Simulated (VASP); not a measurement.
# CdSe (wurtzite type) (P6_3mc) in VASP: further runs

CdSe (wurtzite type) is run at these levels: PBE; tasks: single point.

Everything below comes from runs of VASP 6.6.1. Logs are shortened: lines on timing, memory, paths and dates and some standing lists are left out, and cuts for length are marked.

### Step 1. The cell of the first run

The structure is hexagonal, space group P6_3mc (No. 186). The conventional cell has a = 3.770 Å, b = 3.770 Å, c = 7.042 Å, α = 90.00°, β = 90.00°, γ = 120.00°. Within 3.2 Å of Cd (site symmetry 3m) lie 4 Se at 2.39 to 2.45 Å. Se (site symmetry 3m) has 4 Cd at 2.39 to 2.45 Å within 3.2 Å.

### Step 2. Single point, PBE

Input file INCAR:

```
  ALGO = Normal
  EDIFF = 1E-6
  ENCUT = 520
  GGA = PE
  ISIF = 2
  ISMEAR = -1
  LASPH = T
  LCHARG = T
  LELF = T
  LREAL = F
  LVHAR = T
  LWAVE = F
  NBANDS = 26
  NELM = 80
  PREC = Accurate
  SIGMA = 0.05
```

Input file KPOINTS:

```
k-points
0
Gamma
  9 9 5
```

Input file POSCAR:

```
CdSe
1.0
    3.7698012955      0.0000000000      0.0000000000
   -1.8849006478      3.2647436892      0.0000000000
    0.0000000000      0.0000000000      7.0419740486
Cd Se
2 2
Direct
    0.3333333333      0.6666666667      0.0181111394
    0.6666666667      0.3333333333      0.5181111394
    0.3333333333      0.6666666667      0.3578888606
    0.6666666667      0.3333333333      0.8578888606
```

Potentials or basis: VASP PAW PBE potentials, release 64 (Cd, Se).

Started as:

```sh
$ cat potpaw_PBE.64/Cd/POTCAR potpaw_PBE.64/Se/POTCAR > POTCAR
$ mpirun -np 1 vasp_std > vasp.out
```

OUTCAR:

```text
EDIFF = 1E-6
   ENCUT = 520
   GGA = PE
   ISIF = 2
   ISMEAR = -1
   LASPH = T
   LREAL = F
   NELM = 80
   PREC = Accurate

 ion  position               nearest neighbor table
   1  0.333  0.667  0.018-   3 2.39   4 2.45   4 2.45   4 2.45
   2  0.667  0.333  0.518-   4 2.39   3 2.45   3 2.45   3 2.45
   3  0.333  0.667  0.358-   1 2.39   2 2.45   2 2.45   2 2.45
   4  0.667  0.333  0.858-   2 2.39   1 2.45   1 2.45   1 2.45

  LATTYP: Found a hexagonal cell.
 ALAT       =     3.7698012955
 C/A-ratio  =     1.8679960817

  Lattice vectors:

 A1 = (   3.7698012955,   0.0000000000,   0.0000000000)
 A2 = (  -1.8849006478,   3.2647436892,   0.0000000000)
 A3 = (   0.0000000000,   0.0000000000,   7.0419740486)

Analysis of symmetry for initial positions (statically):
=====================================================================
 Subroutine PRICEL returns:
 Original cell was already a primitive cell.

 Routine SETGRP: Setting up the symmetry group for a
 hexagonal supercell.

 Subroutine GETGRP returns: Found 12 space group operations
 (whereof  6 operations were pure point group operations)
 out of a pool of 24 trial point group operations.

The static configuration has the point symmetry C_3v.
 The point group associated with its full space group is C_6v.

Analysis of symmetry for dynamics (positions and initial velocities):
=====================================================================
 Subroutine PRICEL returns:
 Original cell was already a primitive cell.

 Routine SETGRP: Setting up the symmetry group for a
 hexagonal supercell.

 Subroutine GETGRP returns: Found 12 space group operations
 (whereof  6 operations were pure point group operations)
 out of a pool of 24 trial point group operations.

The dynamic configuration has the point symmetry C_3v.
 The point group associated with its full space group is C_6v.

 Subroutine INISYM returns: Found 12 space group operations
 (whereof  6 operations are pure point group operations),
 and found     1 'primitive' translations

----------------------------------------------------------------------------------------

                                     Primitive cell

  volume of cell :      86.6686

  direct lattice vectors                    reciprocal lattice vectors
     3.769801296  0.000000000  0.000000000     0.265265971  0.153151380  0.000000000
    -1.884900648  3.264743689  0.000000000     0.000000000  0.306302759  0.000000000
     0.000000000  0.000000000  7.041974049     0.000000000  0.000000000  0.142005636

  length of vectors
     3.769801296  3.769801296  7.041974049     0.306302759  0.306302759  0.142005636

  position of ions in fractional coordinates (direct lattice)
     0.333333333  0.666666667  0.018111139
     0.666666667  0.333333333  0.518111139
     0.333333333  0.666666667  0.357888861
     0.666666667  0.333333333  0.857888861

  ion indices of the primitive-cell ions
   primitive index   ion index
                 1           1
                 2           2
                 3           3
                 4           4

----------------------------------------------------------------------------------------

 KPOINTS: k-points

Automatic generation of k-mesh.
 Grid dimensions read from file:
 generate k-points for:    9    9    5

 Generating k-lattice:

  Cartesian coordinates                     Fractional coordinates (reciprocal lattice)
     0.029473997  0.017016820  0.000000000     0.111111111  0.000000000  0.000000000
     0.000000000  0.034033640  0.000000000     0.000000000  0.111111111  0.000000000
     0.000000000  0.000000000  0.028401127     0.000000000  0.000000000  0.200000000

  Length of vectors
     0.034033640  0.034033640  0.028401127

  Shift w.r.t. Gamma in fractional coordinates (k-lattice)
     0.000000000  0.000000000  0.000000000

 Subroutine IBZKPT returns following result:
 ===========================================

 Found     36 irreducible k-points:

 Following reciprocal coordinates:
            Coordinates               Weight
  0.000000  0.000000  0.000000      1.000000
  0.111111  0.000000  0.000000      6.000000
  0.222222  0.000000  0.000000      6.000000
  0.333333  0.000000  0.000000      6.000000
  0.444444  0.000000  0.000000      6.000000
  0.111111  0.111111  0.000000      6.000000
[... 16 lines left out ...]
  0.333333  0.222222  0.200000     24.000000
  0.333333  0.333333  0.200000      4.000000
 [... further k-points ...]
   k-points           NKPTS =     36   k-points in BZ     NKDIM =     36   number of bands    NBANDS=     26
   number of dos      NEDOS =    301   number of ions     NIONS =      4
   total plane-waves  NPLWV =  42336
   dimension x,y,z NGX =    28 NGY =   28 NGZ =   54
   dimension x,y,z NGXF=    56 NGYF=   56 NGZF=  108
   ions per type =               2   2
   NGX,Y,Z   is equivalent  to a cutoff of  12.35, 12.35, 12.75 a.u.
   NGXF,Y,Z  is equivalent  to a cutoff of  24.70, 24.70, 25.50 a.u.
 SYSTEM =  unknown system
   PREC   = accura    normal or accurate (medium, high low for compatibility)
   ISTART =      0    job   : 0-new  1-cont  2-samecut
   ICHARG =      2    charge: 1-file 2-atom 10-const
   ISPIN  =      1    spin polarized calculation?
   LNONCOLLINEAR =      F non collinear calculations
   LSORBIT =      F    spin-orbit coupling
   LASPH  =      T    aspherical Exc in radial PAW
   ENCUT  =  520.0 eV  38.22 Ry    6.18 a.u.   7.01  7.01 13.09*2*pi/ulx,y,z
   NELM   =     80;   NELMIN=  2; NELMDL= -5     # of ELM steps
   EDIFF  = 0.1E-05   stopping-criterion for ELM
   LREAL  =      F    real-space projection
   EDIFFG = 0.1E-04   stopping-criterion for IOM
   NSW    =      0    number of steps for IOM
   IBRION =     -1    ionic relax: 0-MD 1-quasi-New 2-CG
   NFREE  =      0    steps in history (QN), initial steepest desc. (CG)
   ISIF   =      2    stress and relaxation
   ISYM   =      2    0-nonsym 1-usesym 2-fastsym
   POTIM  = 0.5000    time-step for ionic-motion
   TEBEG  =    0.0;   TEEND  =   0.0 temperature during run
   PSTRESS=    0.0 pullay stress
   NELECT =      36.0000    total number of electrons
   NUPDOWN=      -1.0000    fix difference up-down
   EMIN   =  10.00;   EMAX   =-10.00  energy-range for DOS
   EFERMI =   0.00;   METHOD = LEGACY
   ISMEAR =    -1;   SIGMA  =   0.05  broadening in eV -4-tet -1-fermi 0-gaus
   EFERMI_NEDOS =   21; number of points for ismear=-14 and -15
   IALGO  =     38    algorithm
   IMIX   =      4    mixing-type and parameters
     AMIX     =   0.40;   BMIX     =  1.00
     AMIX_MAG =   1.60;   BMIX_MAG =  1.00
  volume/ion in A,a.u.               =      21.67       146.22
  Fermi-wavevector in a.u.,A,eV,Ry     =   1.221486  2.308273 20.300260  1.492027
  Thomas-Fermi vector in A             =   2.356666
   LORBIT       =      0    0 simple, 1 ext, 2 COOP (PROOUT), +10 PAW based schemes
   GGA     = PE    functional components
   LHFCALC =     F    Hartree Fock is set to
   AEXX    =    0.0000 exact exchange contribution
   IVDW    =     0    specifies the selected vdW correction
   LEPSILON=     F    determine dielectric tensor
   LRPA    =     F    only Hartree local field effects (RPA)
 non-spin polarized calculation
  energy-cutoff  :      520.00
  volume of cell :       86.67
 maximum number of plane-waves:      2349
 NGX is ok and might be reduce to    28
   NGX = 13   NGY = 13   NGZ = 27

 number of electron      35.9999999 magnetization

 Free energy of the ion-electron system (eV)
  ---------------------------------------------------
  ext. energy  EPLUGINS =         0.00000000
  ---------------------------------------------------
  free energy    TOTEN  =        -8.72620819 eV

  energy without entropy =       -8.72617149  energy(sigma->0) =       -8.72618984

 E-fermi :   3.9704     XC(G=0): -10.1743

 val. band max:        3.6914950697   @ k =   0.0000   0.0000   0.0000
 cond. band min:       4.1930899541   @ k =   0.0000   0.0000   0.0000
 fundamental gap:      0.5015948844
 Fermi energy:         3.9703902213

 k-point     1 :       0.0000    0.0000    0.0000
  band No.  band energies     occupation
      1     -10.9763      2.00000
      2     -10.3658      2.00000
      3      -5.9278      2.00000
      4      -5.6609      2.00000
      5      -5.6609      2.00000
      6      -5.5180      2.00000
[... 18 lines left out ...]
     25      11.1972      0.00000
     26      11.1972      0.00000

 k-point     2 :       0.1111    0.0000    0.0000
  band No.  band energies     occupation
      1     -10.9000      2.00000
      2     -10.3239      2.00000
      3      -5.9060      2.00000
      4      -5.6449      2.00000
      5      -5.6360      2.00000
      6      -5.5046      2.00000
[... 18 lines left out ...]
     25      11.0441      0.00000
     26      11.5721      0.00000

 k-point     3 :       0.2222    0.0000    0.0000
  band No.  band energies     occupation
      1     -10.6981      2.00000
      2     -10.2199      2.00000
      3      -5.8608      2.00000
      4      -5.6171      2.00000
      5      -5.5725      2.00000
      6      -5.4364      2.00000
[... 18 lines left out ...]
     25      11.1331      0.00000
     26      11.7236      0.00000

 k-point     4 :       0.3333    0.0000    0.0000
  band No.  band energies     occupation
      1     -10.4488      2.00000
      2     -10.1094      2.00000
      3      -5.7964      2.00000
      4      -5.6071      2.00000
      5      -5.5567      2.00000
      6      -5.3428      2.00000
[... 18 lines left out ...]
     25      11.8422      0.00000
     26      13.5450      0.00000
[... 496 lines left out ...]
      1     -10.3047      2.00000
      2     -10.0940      2.00000
      3      -5.7123      2.00000
      4      -5.6789      2.00000
      5      -5.4663      2.00000
      6      -5.3838      2.00000
[... 18 lines left out ...]
     25      11.5647      0.00000
     26      12.0256      0.00000

 k-point    23 :       0.3333    0.2222    0.2000
  band No.  band energies     occupation
      1     -10.1601      2.00000
      2     -10.0547      2.00000
      3      -5.7176      2.00000
      4      -5.6314      2.00000
      5      -5.4937      2.00000
      6      -5.3712      2.00000
[... 18 lines left out ...]
     25      11.8615      0.00000
     26      12.4370      0.00000

 k-point    24 :       0.3333    0.3333    0.2000
  band No.  band energies     occupation
      1     -10.0763      2.00000
      2     -10.0763      2.00000
      3      -5.7478      2.00000
      4      -5.5444      2.00000
      5      -5.5444      2.00000
      6      -5.3802      2.00000
[... 18 lines left out ...]
     25      12.7858      0.00000
     26      12.8602      0.00000

 [... further k-points ...]
[... 5 lines left out ...]
  --------------------------------------------------------------------------------------
  -------------------------------------------------------------------------------------
  Total       15.0827370     15.0827370     15.2176838     -0.0000000     -0.0000000      0.0000000
  in kB      278.8231117    278.8231117    281.3177703     -0.0000000     -0.0000000      0.0000000
  external PRESSURE =     279.6546645 kB  Pullay stress =       0.0000000 kB

 VOLUME and BASIS-vectors are now :
 -----------------------------------------------------------------------------
  energy-cutoff  :      520.00
  volume of cell :       86.67
      direct lattice vectors                 reciprocal lattice vectors
     3.769801296  0.000000000  0.000000000     0.265265971  0.153151380  0.000000000
    -1.884900648  3.264743689  0.000000000     0.000000000  0.306302759  0.000000000
     0.000000000  0.000000000  7.041974049     0.000000000  0.000000000  0.142005636

 POSITION                                       TOTAL-FORCE (eV/Angst)
 -----------------------------------------------------------------------------------
     -0.00000      2.17650      0.12754         0.000000     -0.000000      0.001653
      1.88490      1.08825      3.64853        -0.000000      0.000000      0.001653
     -0.00000      2.17650      2.52024         0.000000      0.000000     -0.001653
      1.88490      1.08825      6.04123        -0.000000      0.000000     -0.001653
 -----------------------------------------------------------------------------------
    total drift:                               -0.000000      0.000000     -0.001927

  FREE ENERGIE OF THE ION-ELECTRON SYSTEM (eV)
  ---------------------------------------------------
  free  energy   TOTEN  =        -8.7262081855 eV

  energy  without entropy=       -8.7261714851  energy(sigma->0) =       -8.72618984
```

Run time: 37 s. Hardware: 1 thread of AMD EPYC 9R45 (Zen 5), shared host; peak memory 0.2 GiB.

Results:

* Free energy: -8.7262 eV
* Pressure: 28.0 GPa
* Band gap on the k mesh: 0.50 eV, direct

Levels at points of the mesh, in eV from the valence-band top:
```tsv
k point	band 16	band 17	band 18	band 19	band 20	band 21
(0.00, 0.00, 0.00)	-1.04	0.00	0.00	0.50	3.40	5.05
```

### Step 3. Single point, PBE

Input file INCAR:

```
SYSTEM = CdSe
ALGO = Normal
EDIFF = 1E-6
ENCUT = 520
GGA = PE
ISIF = 2
ISMEAR = -1
LASPH = .True.
LCHARG = .False.
LREAL = .False.
LWAVE = .False.
NBANDS = 26
NELM = 100
PREC = Accurate
SIGMA = 0.05
```

Input file KPOINTS:

```
k-points
0
Gamma
  9 9 5
  0 0 0
```

POSCAR is that of step 2.

Potentials or basis: VASP PAW PBE potentials, release 64 (Cd, Se).

Started as:

```sh
$ cat potpaw_PBE.64/Cd/POTCAR potpaw_PBE.64/Se/POTCAR > POTCAR
$ mpirun -np 1 vasp_std > vasp.out
```

OUTCAR:

```text
SYSTEM = CdSe
   EDIFF = 1E-6
   ENCUT = 520
   GGA = PE
   ISIF = 2
   ISMEAR = -1
   LASPH = .True.
   LREAL = .False.
   NELM = 100
   PREC = Accurate

 ion  position               nearest neighbor table
   1  0.333  0.667  0.018-   3 2.39   4 2.45   4 2.45   4 2.45
   2  0.667  0.333  0.518-   4 2.39   3 2.45   3 2.45   3 2.45
   3  0.333  0.667  0.358-   1 2.39   2 2.45   2 2.45   2 2.45
   4  0.667  0.333  0.858-   2 2.39   1 2.45   1 2.45   1 2.45

  LATTYP: Found a hexagonal cell.
 ALAT       =     3.7698012955
 C/A-ratio  =     1.8679960817

  Lattice vectors:

 A1 = (   3.7698012955,   0.0000000000,   0.0000000000)
 A2 = (  -1.8849006478,   3.2647436892,   0.0000000000)
 A3 = (   0.0000000000,   0.0000000000,   7.0419740486)

Analysis of symmetry for initial positions (statically):
=====================================================================
 Subroutine PRICEL returns:
 Original cell was already a primitive cell.

 Routine SETGRP: Setting up the symmetry group for a
 hexagonal supercell.

 Subroutine GETGRP returns: Found 12 space group operations
 (whereof  6 operations were pure point group operations)
 out of a pool of 24 trial point group operations.
[... 164 lines left out ...]
  ---------------------------------------------------
  free energy    TOTEN  =        -8.72620819 eV

  energy without entropy =       -8.72617149  energy(sigma->0) =       -8.72618984

 E-fermi :   3.9704     XC(G=0): -10.1743

 val. band max:        3.6914950697   @ k =   0.0000   0.0000   0.0000
 cond. band min:       4.1930899541   @ k =   0.0000   0.0000   0.0000
 fundamental gap:      0.5015948844
 Fermi energy:         3.9703902213

 k-point     1 :       0.0000    0.0000    0.0000
  band No.  band energies     occupation
      1     -10.9763      2.00000
      2     -10.3658      2.00000
      3      -5.9278      2.00000
      4      -5.6609      2.00000
      5      -5.6609      2.00000
      6      -5.5180      2.00000
[... 685 lines left out ...]
     25      12.7858      0.00000
     26      12.8602      0.00000

 [... further k-points ...]
[... 5 lines left out ...]
  --------------------------------------------------------------------------------------
  -------------------------------------------------------------------------------------
  Total       15.0827370     15.0827370     15.2176838     -0.0000000     -0.0000000      0.0000000
  in kB      278.8231117    278.8231117    281.3177703     -0.0000000     -0.0000000      0.0000000
  external PRESSURE =     279.6546645 kB  Pullay stress =       0.0000000 kB

 VOLUME and BASIS-vectors are now :
 -----------------------------------------------------------------------------
  energy-cutoff  :      520.00
  volume of cell :       86.67
      direct lattice vectors                 reciprocal lattice vectors
     3.769801296  0.000000000  0.000000000     0.265265971  0.153151380  0.000000000
    -1.884900648  3.264743689  0.000000000     0.000000000  0.306302759  0.000000000
     0.000000000  0.000000000  7.041974049     0.000000000  0.000000000  0.142005636

 POSITION                                       TOTAL-FORCE (eV/Angst)
 -----------------------------------------------------------------------------------
     -0.00000      2.17650      0.12754         0.000000     -0.000000      0.001653
      1.88490      1.08825      3.64853        -0.000000      0.000000      0.001653
     -0.00000      2.17650      2.52024         0.000000      0.000000     -0.001653
      1.88490      1.08825      6.04123        -0.000000      0.000000     -0.001653
 -----------------------------------------------------------------------------------
    total drift:                               -0.000000      0.000000     -0.001927

  FREE ENERGIE OF THE ION-ELECTRON SYSTEM (eV)
  ---------------------------------------------------
  free  energy   TOTEN  =        -8.7262081855 eV

  energy  without entropy=       -8.7261714851  energy(sigma->0) =       -8.72618984
```

stdout:

```text
POSCAR found type information on POSCAR CdSe
 POSCAR found :  2 types and       4 ions
 scaLAPACK will be used
 LDA part: xc-table for (Slater+PW92), standard interpolation
 POSCAR, INCAR and KPOINTS ok, starting setup
 FFT: planning ... GRIDC
 FFT: planning ... GRID_SOFT
 FFT: planning ... GRID
 WAVECAR not read
 entering main loop
```

Run time: 36 s. Hardware: 1 thread of AMD EPYC 9R45 (Zen 5), shared host; peak memory 0.2 GiB.

What came out:

```yaml
Free_energy: -8.7262 eV
Pressure: 28.0 GPa
Band_gap_on_the_k_mesh: 0.50 eV, direct
```

Stress tensor (GPa, compression positive):
```
27.88  0.00  0.00
 0.00 27.88  0.00
 0.00  0.00 28.13
```

Levels at points of the mesh, in eV from the valence-band top:
```
           k point  band 14  band 15  band 16  band 17  band 18  band 19  band 20  band 21  band 22  band 23
(0.00, 0.00, 0.00)    -1.15    -1.04    -1.04     0.00     0.00     0.50     3.40     5.05     6.33     6.33
```
